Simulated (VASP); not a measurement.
# ZnO in VASP: a series of runs

ZnO is run at these levels: PBEsol; tasks: single point.

Everything below comes from runs of VASP 6.6.1. Logs are shortened: lines on timing, memory, paths and dates and some standing lists are left out, and cuts for length are marked.

## (1) The cell of the first run

The cell holds a slab with vacuum, 34 atoms: a = 5.595 Å, b = 6.134 Å, c = 27.528 Å, α = 90.00°, β = 90.00°, γ = 117.13°.

## (2) Single point, PBEsol

INCAR reads:

```
ALGO     = Normal         # electronic algorithm
DIPOL    = 0.5 0.5 0.500
EDIFF    = 1E-6           # SCF threshold, eV
ENCUT    = 520            # plane-wave cutoff, eV
GGA      = PS             # functional
IDIPOL   = 3            
ISIF     = 2              # what is computed and relaxed
ISMEAR   = 0              # smearing method
LASPH    = True           # aspherical terms in the spheres
LCHARG   = False          # write CHGCAR
LDIPOL   = True         
LREAL    = Auto         
LUSENCCL = False        
LWAVE    = False          # write WAVECAR
NBANDS   = 176            # bands
NELM     = 80             # most SCF steps
PREC     = Accurate       # precision mode
SIGMA    = 0.05           # smearing width, eV
```

KPOINTS reads:

```
k-points
0
Gamma
  6 5 1
```

POSCAR reads:

```
ZnO
1.0
    5.5945648249      0.0000000000      0.0000000000
   -2.7972824124      5.4586774164      0.0000000000
    0.0000000000      0.0000000000     27.5284465867
O Zn
17 17
Direct
    0.8402704902      0.3472076470      0.2724454493
    0.7350536700      0.8034406732      0.3004657212
    0.2965035164      0.2596736995      0.3284859931
    0.1912866962      0.7159067257      0.3565062649
    0.7527365426      0.1721397519      0.3845265368
    0.6475197224      0.6283727781      0.4125468086
    0.2089695689      0.0846058044      0.4405670805
    0.1037527486      0.5408388306      0.4685873523
    0.6652025951      0.9970718568      0.4966076242
    0.5599857749      0.4533048830      0.5246278961
    0.1214356213      0.9095379093      0.5526481679
    0.0162188011      0.3657709355      0.5806684398
    0.5776686475      0.8220039617      0.6086887116
    0.4724518273      0.2782369879      0.6367089835
    0.0339016738      0.7344700142      0.6647292553
    0.9286848535      0.1907030404      0.6927495272
    0.4901347000      0.6469360666      0.7207697991
    0.5621726623      0.4576786579      0.2792302009
    0.1236225087      0.9139116841      0.3072504728
    0.0184056885      0.3701447103      0.3352707447
    0.5798555349      0.8263777365      0.3632910165
    0.4746387147      0.2826107628      0.3913112884
    0.0360885612      0.7388437890      0.4193315602
    0.9308717409      0.1950768152      0.4473518321
    0.4923215874      0.6513098414      0.4753721039
    0.3871047672      0.1075428677      0.5033923758
    0.9485546136      0.5637758939      0.5314126477
    0.8433377934      0.0200089201      0.5594329195
    0.4047876398      0.4762419463      0.5874531914
    0.2995708196      0.9324749726      0.6154734632
    0.8610206661      0.3887079988      0.6434937351
    0.7558038458      0.8449410250      0.6715140069
    0.3172536923      0.3011740512      0.6995342788
    0.2120368721      0.7574070775      0.7275545507
```

Potentials or basis: VASP PAW PBE potentials, release 64 (O, Zn).

Launch:

```sh
> cat potpaw_PBE.64/O/POTCAR potpaw_PBE.64/Zn/POTCAR > POTCAR
> mpirun -np 1 vasp_std > vasp.out
```

OUTCAR:

```text
EDIFF = 1E-6
   ENCUT = 520
   GGA = PS
   ISIF = 2
   ISMEAR = 0
   LASPH = True
   LREAL = Auto
   NELM = 80
   PREC = Accurate

 ion  position               nearest neighbor table
   1  0.840  0.347  0.272-  18 1.97  20 1.97
   2  0.735  0.803  0.300-  19 1.97  21 1.97  18 1.98
   3  0.297  0.260  0.328-  22 1.97  20 1.97  18 1.97  19 1.98
   4  0.191  0.716  0.357-  23 1.97  21 1.97  19 1.97  20 1.98
   5  0.753  0.172  0.385-  24 1.97  20 1.97  22 1.97  21 1.98
   6  0.648  0.628  0.413-  25 1.97  21 1.97  23 1.97  22 1.98
   7  0.209  0.085  0.441-  26 1.97  22 1.97  24 1.97  23 1.98
   8  0.104  0.541  0.469-  23 1.97  25 1.97  27 1.97  24 1.98
   9  0.665  0.997  0.497-  28 1.97  24 1.97  26 1.97  25 1.98
  10  0.560  0.453  0.525-  27 1.97  29 1.97  25 1.97  26 1.98
  11  0.121  0.910  0.553-  30 1.97  28 1.97  26 1.97  27 1.98
  12  0.016  0.366  0.581-  31 1.97  29 1.97  27 1.97  28 1.98
  13  0.578  0.822  0.609-  32 1.97  28 1.97  30 1.97  29 1.98
  14  0.472  0.278  0.637-  33 1.97  29 1.97  31 1.97  30 1.98
  15  0.034  0.734  0.665-  30 1.97  32 1.97  34 1.97  31 1.98
  16  0.929  0.191  0.693-  31 1.97  33 1.97  32 1.98
  17  0.490  0.647  0.721-  34 1.97  32 1.97  33 1.98
  18  0.562  0.458  0.279-   1 1.97   3 1.97   2 1.98
  19  0.124  0.914  0.307-   2 1.97   4 1.97   3 1.98
  20  0.018  0.370  0.335-   3 1.97   5 1.97   1 1.97   4 1.98
  21  0.580  0.826  0.363-   4 1.97   2 1.97   6 1.97   5 1.98
  22  0.475  0.283  0.391-   3 1.97   7 1.97   5 1.97   6 1.98
  23  0.036  0.739  0.419-   4 1.97   8 1.97   6 1.97   7 1.98
  24  0.931  0.195  0.447-   5 1.97   9 1.97   7 1.97   8 1.98
  25  0.492  0.651  0.475-   6 1.97   8 1.97  10 1.97   9 1.98
  26  0.387  0.108  0.503-   7 1.97  11 1.97   9 1.97  10 1.98
  27  0.949  0.564  0.531-  10 1.97  12 1.97   8 1.97  11 1.98
  28  0.843  0.020  0.559-   9 1.97  11 1.97  13 1.97  12 1.98
  29  0.405  0.476  0.587-  12 1.97  10 1.97  14 1.97  13 1.98
  30  0.300  0.932  0.615-  11 1.97  15 1.97  13 1.97  14 1.98
  31  0.861  0.389  0.643-  12 1.97  16 1.97  14 1.97  15 1.98
  32  0.756  0.845  0.672-  13 1.97  15 1.97  17 1.97  16 1.98
  33  0.317  0.301  0.700-  14 1.97  16 1.97  17 1.98
  34  0.212  0.757  0.728-  17 1.97  15 1.97

  LATTYP: Found a base centered orthorhombic cell.
 ALAT       =     5.5945648249
 B/A-ratio  =     1.9514216341
 C/A-ratio  =     4.9205697759

  Lattice vectors:

 A1 = (   2.7972824124,  -5.4586774164,   0.0000000000)
 A2 = (   2.7972824125,   5.4586774164,   0.0000000000)
 A3 = (   0.0000000000,   0.0000000000,  27.5284465867)

Analysis of symmetry for initial positions (statically):
=====================================================================
 Subroutine PRICEL returns:
 Original cell was already a primitive cell.

 Routine SETGRP: Setting up the symmetry group for a
 base centered orthorhombic supercell.
[... 214 lines left out ...]
   IMIX   =      4    mixing-type and parameters
     AMIX     =   0.40;   BMIX     =  1.00
     AMIX_MAG =   1.60;   BMIX_MAG =  1.00
  volume/ion in A,a.u.               =      24.73       166.86
  Fermi-wavevector in a.u.,A,eV,Ry     =   1.168881  2.208864 18.589394  1.366282
  Thomas-Fermi vector in A             =   2.305361
   LORBIT       =      0    0 simple, 1 ext, 2 COOP (PROOUT), +10 PAW based schemes
   GGA     = PS    functional components
   LHFCALC =     F    Hartree Fock is set to
   AEXX    =    0.0000 exact exchange contribution
   IVDW    =     0    specifies the selected vdW correction
   LEPSILON=     F    determine dielectric tensor
   LRPA    =     F    only Hartree local field effects (RPA)
 non-spin polarized calculation
 Gauss-broadening in eV      SIGMA  =   0.05
  energy-cutoff  :      520.00
  volume of cell :      840.69
 maximum number of plane-waves:     22699
 NGX is ok and might be reduce to    42
   NGX = 21   NGY = 23   NGZ =103

 dipolmoment           0.000000      0.000000      2.144167 electrons x Angstroem

 number of electron     306.0000010 magnetization

 dipolmoment           0.000000      0.000000     -0.241098 electrons x Angstroem

 Free energy of the ion-electron system (eV)
  ---------------------------------------------------
  ext. energy  EPLUGINS =         0.00000000
  ---------------------------------------------------
  free energy    TOTEN  =      -157.13861780 eV

  energy without entropy =     -157.12842277  energy(sigma->0) =     -157.13352028

 E-fermi :  -1.9026     XC(G=0):  -5.9523

 val. band max:       -1.9144440640   @ k =  -0.1667   0.2000   0.0000
 cond. band min:      -1.8830365642   @ k =   0.5000   0.0000   0.0000
 fundamental gap:      0.0314074998
 Fermi energy:        -1.9026336363

 k-point     1 :       0.0000    0.0000    0.0000
  band No.  band energies     occupation
      1     -20.7250      2.00000
      2     -20.4199      2.00000
      3     -20.2381      2.00000
      4     -20.0973      2.00000
      5     -19.9199      2.00000
      6     -19.8381      2.00000
[... 2677 lines left out ...]
    164       3.0319      0.00000
    165       3.1804      0.00000
 [bands above 165 left out]

------------------------ aborting loop because EDIFF is reached ----------------------------------------

 vacuum level on the upper side and lower side of the slab       (xc-potential included)        -0.869         0.550

  FORCE on cell =-STRESS in cart. coord.  units (eV):
  Direction    XX          YY          ZZ          XY          YZ          ZX
  --------------------------------------------------------------------------------------
  -------------------------------------------------------------------------------------
  Total       -7.8912337     -3.7436392     -3.6733590      1.0422253     -1.5411949     -0.5864552
  in kB      -15.0390376     -7.1345917     -7.0006524      1.9862630     -2.9371945     -1.1176608
  external PRESSURE =      -9.7247606 kB  Pullay stress =       0.0000000 kB

 VOLUME and BASIS-vectors are now :
 -----------------------------------------------------------------------------
  energy-cutoff  :      520.00
  volume of cell :      840.69
      direct lattice vectors                 reciprocal lattice vectors
     5.594564825  0.000000000  0.000000000     0.178744912  0.091597279 -0.000000000
    -2.797282412  5.458677416  0.000000000     0.000000000  0.183194559  0.000000000
     0.000000000  0.000000000 27.528446587     0.000000000 -0.000000000  0.036326060

 POSITION                                       TOTAL-FORCE (eV/Angst)
 -----------------------------------------------------------------------------------
      3.72971      1.89529      7.50000        -0.944277      0.656106      0.482140
      1.86485      4.38572      8.27135         0.502933     -0.537908     -0.295093
      0.93243      1.41747      9.04271         0.040254     -0.381804     -0.640903
     -0.93243      3.90790      9.81406         0.135577      0.301209     -0.217476
      3.72971      0.93966     10.58542        -0.006051     -0.032933      0.408677
      1.86485      3.43008     11.35677        -0.007299     -0.087616      0.224270
[... 26 lines left out ...]
      0.93243      1.64401     19.25709        -1.210637      0.800222     -0.525951
     -0.93243      4.13444     20.02845         1.300469     -0.678421     -1.432562
 -----------------------------------------------------------------------------------
    total drift:                                0.003947     -0.010848     -0.003751

  FREE ENERGIE OF THE ION-ELECTRON SYSTEM (eV)
  ---------------------------------------------------
  free  energy   TOTEN  =      -157.1386177999 eV

  energy  without entropy=     -157.1284227660  energy(sigma->0) =     -157.13352028

 vacuum level on the upper side and lower side of the slab         2.362         3.810
```

stdout:

```text
Offloading initialized ...    1 GPUs detected
 POSCAR found type information on POSCAR O Zn
 POSCAR found :  2 types and      34 ions
 scaLAPACK will be used selectively (only on CPU)
 -----------------------------------------------------------------------------
|                                                                             |
|                                                                             |
[... 23 lines left out ...]
 -----------------------------------------------------------------------------

 POSCAR, INCAR and KPOINTS ok, starting setup
 FFT: planning ... GRIDC
 FFT: planning ... GRID_SOFT
 FFT: planning ... GRID
 WAVECAR not read
 entering main loop
```

Run time: 11 min. Hardware: 1 × NVIDIA H100 80GB with 1 thread of AMD EPYC 7R13 (Zen 3), shared host; peak memory 2.5 GiB.

What came out:

| Quantity | Value |
| --- | --- |
| Free energy | -157.1386 eV |
| Largest force | 2.171 eV/Å |
| Band gap on the k mesh | zero (bands 153 and 154 overlap by 0.07 eV) |

Forces in eV/Å, atoms in the order of the input:
```
O   -0.944  0.656  0.482
O    0.503 -0.538 -0.295
O    0.040 -0.382 -0.641
O    0.136  0.301 -0.217
O   -0.006 -0.033  0.409
O   -0.007 -0.088  0.224
O    0.011  0.002  0.068
O   -0.003  0.039  0.080
O   -0.003 -0.009  0.142
O   -0.002 -0.026  0.168
O    0.017 -0.004  0.198
O   -0.018  0.087  0.010
O   -0.079 -0.072 -0.052
O    0.151 -0.140  0.474
O    0.084  0.190  0.877
O    0.619 -0.017  0.018
O   -0.890 -0.297  0.364
Zn   1.884  0.414  0.996
Zn  -1.205 -0.291  0.802
Zn  -0.798 -0.233 -1.151
Zn   0.277  0.168 -0.587
Zn   0.237  0.044 -0.037
Zn  -0.073 -0.016 -0.080
Zn  -0.074 -0.017 -0.179
Zn   0.008  0.018 -0.137
Zn   0.036  0.007 -0.135
Zn   0.020 -0.031 -0.129
Zn  -0.049  0.009 -0.082
Zn  -0.105  0.087 -0.153
Zn   0.165  0.042 -0.284
Zn   0.414 -0.539  0.290
Zn  -0.433  0.547  0.515
Zn  -1.211  0.800 -0.526
Zn   1.300 -0.678 -1.433
```

Caveat: the PAW data sets were made with another functional, which shifts forces and pressure a little.

(Part 1 of 2 ends here.)

The gap in the log of VASP goes by the Fermi energy; the results here count the filled bands.